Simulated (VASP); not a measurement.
# MnS (Fm-3m) in VASP: a series of runs, part 2 of 2

VASP 6.6.1. Earlier steps stand in the parts before.

## 3. Electric field gradients, LDA, collinear spin, ferromagnetic start

Input file INCAR:

```
SYSTEM = MnS
PREC     = Accurate       ! precision mode
ENCUT    = 520            ! plane-wave cutoff, eV
EDIFF    = 1E-8           ! SCF threshold, eV
ISMEAR   = -1             ! smearing method
SIGMA    = 0.03           ! smearing width, eV
LREAL    = .FALSE.        ! projectors in reciprocal space
LASPH    = .TRUE.         ! aspherical terms in the spheres
NELM     = 150            ! most SCF steps
ALGO     = Normal         ! electronic algorithm
ISIF     = 2              ! what is computed and relaxed
LWAVE    = .FALSE.        ! write WAVECAR
LCHARG   = .FALSE.        ! write CHGCAR
ISPIN    = 2              ! spin polarisation
MAGMOM   = 4 0            ! initial moments
LORBIT   = 11             ! projections on sites
LMAXMIX  = 4              ! l up to which the mixer works
GGA      = CA             ! functional
LEFG     = .TRUE.       
NBANDS   = 20             ! bands
```

Input file KPOINTS:

```
regular mesh
0
G
  14 14 14
  0 0 0
```

Input file POSCAR:

```
MnS
1.0
    0.0000000000      2.6122500000      2.6122500000
    2.6122500000      0.0000000000      2.6122500000
    2.6122500000      2.6122500000      0.0000000000
Mn S
1 1
Direct
    0.0000000000      0.0000000000      0.0000000000
    0.5000000000      0.5000000000      0.5000000000
```

Potentials or basis: VASP PAW LDA potentials, release 64 (Mn_pv, S).

Command:

```sh
$ cat potpaw_LDA.64/Mn_pv/POTCAR potpaw_LDA.64/S/POTCAR > POTCAR
$ mpirun -np 1 vasp_std > vasp.out
```

OUTCAR:

```text
SYSTEM = MnS
   PREC = Accurate
   ENCUT = 520
   EDIFF = 1E-8
   ISMEAR = -1
   LREAL = .FALSE.
   LASPH = .TRUE.
   NELM = 150
   ISIF = 2
   ISPIN = 2
   LORBIT = 11
   GGA = CA

 ion  position               nearest neighbor table
   1  0.000  0.000  0.000-   2 2.61   2 2.61   2 2.61   2 2.61   2 2.61   2 2.61
   2  0.500  0.500  0.500-   1 2.61   1 2.61   1 2.61   1 2.61   1 2.61   1 2.61

  LATTYP: Found a face centered cubic cell.
 ALAT       =     5.2245000000

  Lattice vectors:

 A1 = (   0.0000000000,   2.6122500000,   2.6122500000)
 A2 = (   2.6122500000,   0.0000000000,   2.6122500000)
 A3 = (   2.6122500000,   2.6122500000,   0.0000000000)

Analysis of symmetry for initial positions (statically):
=====================================================================
 Subroutine PRICEL returns:
 Original cell was already a primitive cell.

 Routine SETGRP: Setting up the symmetry group for a
 face centered cubic supercell.

 Subroutine GETGRP returns: Found 48 space group operations
 (whereof 48 operations were pure point group operations)
 out of a pool of 48 trial point group operations.

The static configuration has the point symmetry O_h .

Analysis of symmetry for dynamics (positions and initial velocities):
=====================================================================
 Subroutine PRICEL returns:
 Original cell was already a primitive cell.

 Routine SETGRP: Setting up the symmetry group for a
 face centered cubic supercell.

 Subroutine GETGRP returns: Found 48 space group operations
 (whereof 48 operations were pure point group operations)
[... 1287 lines left out ...]
  -------------------------------------------------------------------------------------
  Total       -2.9142557     -2.9142557     -2.9142557      0.0000000      0.0000000     -0.0000000
  in kB     -130.9676497   -130.9676497   -130.9676497      0.0000000      0.0000000     -0.0000000
  external PRESSURE =    -130.9676497 kB  Pullay stress =       0.0000000 kB

 VOLUME and BASIS-vectors are now :
 -----------------------------------------------------------------------------
  energy-cutoff  :      520.00
  volume of cell :       35.65
      direct lattice vectors                 reciprocal lattice vectors
     0.000000000  2.612250000  2.612250000    -0.191405876  0.191405876  0.191405876
     2.612250000  0.000000000  2.612250000     0.191405876 -0.191405876  0.191405876
     2.612250000  2.612250000  0.000000000     0.191405876  0.191405876 -0.191405876

 POSITION                                       TOTAL-FORCE (eV/Angst)
 -----------------------------------------------------------------------------------
      0.00000      0.00000      0.00000        -0.000000      0.000000     -0.000000
      2.61225      2.61225      2.61225         0.000000     -0.000000      0.000000
 -----------------------------------------------------------------------------------
    total drift:                               -0.000000      0.000000      0.000000

  FREE ENERGIE OF THE ION-ELECTRON SYSTEM (eV)
  ---------------------------------------------------
  free  energy   TOTEN  =       -14.9561243642 eV

  energy  without entropy=      -14.9527575467  energy(sigma->0) =      -14.95444096

 Electric field gradients (V/A^2)
---------------------------------------------------------------------
 ion       V_xx      V_yy      V_zz      V_xy      V_xz      V_yz
---------------------------------------------------------------------
   1       0.000    -0.000     0.000     0.004     0.004     0.004
   2      -0.000    -0.000     0.000    -0.000    -0.000    -0.000
---------------------------------------------------------------------

 Electric field gradients after diagonalization (V/A^2)
 (convention: |V_zz| > |V_xx| > |V_yy|)
----------------------------------------------------------------------
 ion       V_xx      V_yy      V_zz     asymmetry (V_yy - V_xx)/ V_zz
----------------------------------------------------------------------
   1      -0.004    -0.004     0.008       0.000
   2       0.000     0.000    -0.001       0.000
----------------------------------------------------------------------

           NMR quadrupolar parameters

 Cq : quadrupolar parameter    Cq=e*Q*V_zz/h
 eta: asymmetry parameters     (V_yy - V_xx)/ V_zz
 Q  : nuclear electric quadrupole moment in mb (millibarn)
----------------------------------------------------------------------
 ion       Cq(MHz)       eta       Q (mb)
----------------------------------------------------------------------
   1       0.000       0.000       1.000
   2      -0.000       0.000       1.000
----------------------------------------------------------------------

 total charge

# of ion       s       p       d       tot
------------------------------------------
    1        0.220   6.159   4.961  11.341
    2        1.329   2.353   0.000   3.682
--------------------------------------------------
tot          1.549   8.512   4.961  15.023

 magnetization (x)

# of ion       s       p       d       tot
------------------------------------------
    1        0.045   0.032   3.983   4.060
    2        0.024   0.064   0.000   0.088
--------------------------------------------------
tot          0.069   0.096   3.983   4.149
```

It took 66 s on 1 thread of AMD EPYC 9R45 (Zen 5), shared host; peak memory 0.2 GiB.

Results:

- Free energy: -14.9561 eV
- Pressure: -13.1 GPa
- Net moment: 4.48 μB per cell
- Site moments: Mn +4.06; S +0.09 μB
- Largest electric field gradient by atom: under 0.05 V/Å² on every atom
- Valence electrons inside the program's atomic spheres: Mn 11.34; S 3.68

Levels at points of the mesh, in eV from the Fermi level:
Spin up:
| k point | band 10 | band 11 | band 12 | band 13 | band 14 | band 15 |
| --- | --- | --- | --- | --- | --- | --- |
| (0.00, 0.00, 0.00) | -1.83 | -1.83 | -1.83 | 1.66 | 8.66 | 8.66 |
| (0.50, 0.00, 0.00) | -2.18 | 0.54 | 0.54 | 2.81 | 5.42 | 5.42 |
| (0.50, 0.50, 0.00) | -2.39 | -2.39 | -1.97 | 0.90 | 5.55 | 10.00 |
Spin down:
```tsv
k point	band 3	band 4	band 5	band 6	band 7	band 8	band 9	band 10	band 11	band 12
(0.00, 0.00, 0.00)	-45.97	-14.14	-1.59	-1.59	-1.59	0.04	0.04	0.04	0.15	0.15
(0.50, 0.00, 0.00)	-45.97	-12.87	-6.32	-3.33	-3.33	0.96	0.96	1.15	2.98	2.98
(0.50, 0.50, 0.00)	-45.97	-12.72	-5.45	-3.09	-3.09	-1.00	0.56	1.19	1.19	1.36
```

Caveat: the cell stands under tension; a cell with one magnetic atom can't hold antiferromagnetic order, which such compounds often take; semilocal functionals often make such compounds metallic where correlation or magnetic order opens a gap, which also shifts bond lengths. With open d or f shells a metallic result of LDA can be an artefact of self-interaction; +U or a hybrid may open a gap.

## 4. Electric field gradients, PBEsol, collinear spin, ferromagnetic start

Input file INCAR:

```
SYSTEM = MnS
ALGO = Normal ; EDIFF = 1E-8
ENCUT = 520 ; GGA = PS
ISIF = 2 ; ISMEAR = -1
ISPIN = 2 ; LASPH = .True.
LCHARG = .False. ; LEFG = .True.
LMAXMIX = 4 ; LORBIT = 11
LREAL = .False. ; LWAVE = .False.
MAGMOM = 4 0 ; NBANDS = 20
NELM = 150 ; PREC = Accurate
SIGMA = 0.03
```

Input file KPOINTS:

```
k-points
0
Gamma
  14 14 14
  0 0 0
```

POSCAR is that of step 3.

Potentials or basis: VASP PAW PBE potentials, release 64 (Mn_pv, S).

Command:

```sh
$ cat potpaw_PBE.64/Mn_pv/POTCAR potpaw_PBE.64/S/POTCAR > POTCAR
$ mpirun -np 1 vasp_std > vasp.out
```

OUTCAR:

```text
SYSTEM = MnS
   EDIFF = 1E-8
   ENCUT = 520
   GGA = PS
   ISIF = 2
   ISMEAR = -1
   ISPIN = 2
   LASPH = .True.
   LORBIT = 11
   LREAL = .False.
   NELM = 150
   PREC = Accurate

 ion  position               nearest neighbor table
   1  0.000  0.000  0.000-   2 2.61   2 2.61   2 2.61   2 2.61   2 2.61   2 2.61
   2  0.500  0.500  0.500-   1 2.61   1 2.61   1 2.61   1 2.61   1 2.61   1 2.61

  LATTYP: Found a face centered cubic cell.
 ALAT       =     5.2245000000

  Lattice vectors:

 A1 = (   0.0000000000,   2.6122500000,   2.6122500000)
 A2 = (   2.6122500000,   0.0000000000,   2.6122500000)
 A3 = (   2.6122500000,   2.6122500000,   0.0000000000)

Analysis of symmetry for initial positions (statically):
=====================================================================
[... 1347 lines left out ...]
 ion       V_xx      V_yy      V_zz     asymmetry (V_yy - V_xx)/ V_zz
----------------------------------------------------------------------
   1      -0.004    -0.004     0.008       0.000
   2       0.000     0.000    -0.001       0.000
----------------------------------------------------------------------

           NMR quadrupolar parameters

 Cq : quadrupolar parameter    Cq=e*Q*V_zz/h
 eta: asymmetry parameters     (V_yy - V_xx)/ V_zz
 Q  : nuclear electric quadrupole moment in mb (millibarn)
----------------------------------------------------------------------
 ion       Cq(MHz)       eta       Q (mb)
----------------------------------------------------------------------
   1       0.000       0.000       1.000
   2      -0.000       0.000       1.000
----------------------------------------------------------------------

 total charge

# of ion       s       p       d       tot
------------------------------------------
    1        0.216   6.163   4.926  11.305
    2        1.322   2.366   0.000   3.689
--------------------------------------------------
tot          1.539   8.529   4.926  14.994

 magnetization (x)

# of ion       s       p       d       tot
------------------------------------------
    1        0.050   0.038   4.144   4.232
    2        0.025   0.072   0.000   0.097
--------------------------------------------------
tot          0.075   0.111   4.144   4.330
```

OSZICAR:

```text
N       E                     dE             d eps       ncg     rms          rms(c)
DAV:   1     0.151693414971E+03    0.15169E+03   -0.10169E+04  8352   0.978E+02
DAV:   2    -0.811345624720E+01   -0.15981E+03   -0.15017E+03  8628   0.282E+02
DAV:   3    -0.159293686718E+02   -0.78159E+01   -0.77208E+01  9728   0.676E+01
[... 11 lines left out ...]
DAV:  15    -0.148383654295E+02   -0.58313E-06   -0.32721E-07  9424   0.468E-03    0.219E-03
DAV:  16    -0.148383653842E+02    0.45264E-07   -0.31405E-08  9264   0.146E-03    0.138E-03
DAV:  17    -0.148383653652E+02    0.19013E-07   -0.95622E-09  6828   0.880E-04    0.621E-04
DAV:  18    -0.148383653819E+02   -0.16668E-07   -0.18030E-09  4536   0.343E-04    0.127E-04
DAV:  19    -0.148383653857E+02   -0.37994E-08   -0.20770E-10  4480   0.130E-04
   1 F= -.14838365E+02 E0= -.14836637E+02  d E =-.345774E-02  mag=     4.6834
```

Run time: 77 s. Hardware: 1 thread of AMD EPYC 9R45 (Zen 5), shared host; peak memory 0.22 GiB.

What came out:

- Free energy: -14.8384 eV
- Pressure: -7.8 GPa
- Net moment: 4.68 μB per cell
- Site moments: Mn +4.23; S +0.10 μB
- Largest electric field gradient by atom: under 0.05 V/Å² on every atom
- Valence electrons inside the program's atomic spheres: Mn 11.30; S 3.69

Levels at points of the mesh, in eV from the Fermi level:
Spin up:
```
           k point  band 10  band 11  band 12  band 13  band 14  band 15
(0.00, 0.00, 0.00)    -1.88    -1.88    -1.88     1.53     8.50     8.50
(0.50, 0.00, 0.00)    -2.50     0.36     0.36     2.67     5.28     5.28
(0.50, 0.50, 0.00)    -2.73    -2.73    -2.27     0.73     5.35     9.94
```
Spin down:
```tsv
k point	band 4	band 5	band 6	band 7	band 8	band 9	band 10	band 11
(0.00, 0.00, 0.00)	-14.24	-1.64	-1.64	-1.64	0.25	0.25	0.25	0.33
(0.50, 0.00, 0.00)	-12.97	-6.37	-3.33	-3.33	1.21	1.21	1.39	3.12
(0.50, 0.50, 0.00)	-12.81	-5.55	-3.16	-3.16	-0.86	0.75	1.45	1.45
```

Caveat: the cell stands under tension; the PAW data sets were made with another functional, which shifts forces and pressure a little; a cell with one magnetic atom can't hold antiferromagnetic order, which such compounds often take; semilocal functionals often make such compounds metallic where correlation or magnetic order opens a gap, which also shifts bond lengths. With open d or f shells a metallic result of PBEsol can be an artefact of self-interaction; +U or a hybrid may open a gap.

## 5. The runs side by side

| task | level | potentials or basis | spin | k mesh for the DOS | occupations for the DOS | gap on the mesh (eV) | pressure (GPa) | moment (μB) |
| --- | --- | --- | --- | --- | --- | --- | --- | --- |
| single point | PBE | VASP PAW PBE potentials, release 64 (Mn_pv, S) | off | 21 × 21 × 21 | tetrahedron | - | - | - |
| electric field gradients | LDA | VASP PAW LDA potentials, release 64 (Mn_pv, S) | collinear, ferromagnetic start | - | - | none | -13.1 | 4.48 |
| electric field gradients | PBEsol | VASP PAW PBE potentials, release 64 (Mn_pv, S) | collinear, ferromagnetic start | - | - | none | -7.8 | 4.68 |

Alike in all rows: cell as given; k mesh 14 × 14 × 14; cutoff (eV) 520; smearing fermi-dirac 0.03 eV.

Caveats: semilocal functionals often make such compounds metallic where correlation or magnetic order opens a gap, which also shifts bond lengths; the cell stands under tension (at least some runs); a cell with one magnetic atom can't hold antiferromagnetic order, which such compounds often take (at least some runs); an odd number of electrons without spin polarisation forces a metal (at least some runs); a magnetic or distorted state may lie lower (at least some runs); the PAW data sets were made with another functional, which shifts forces and pressure a little (at least some runs).

Total energies depend on the potentials used, so only differences within one code and one set of settings carry meaning.
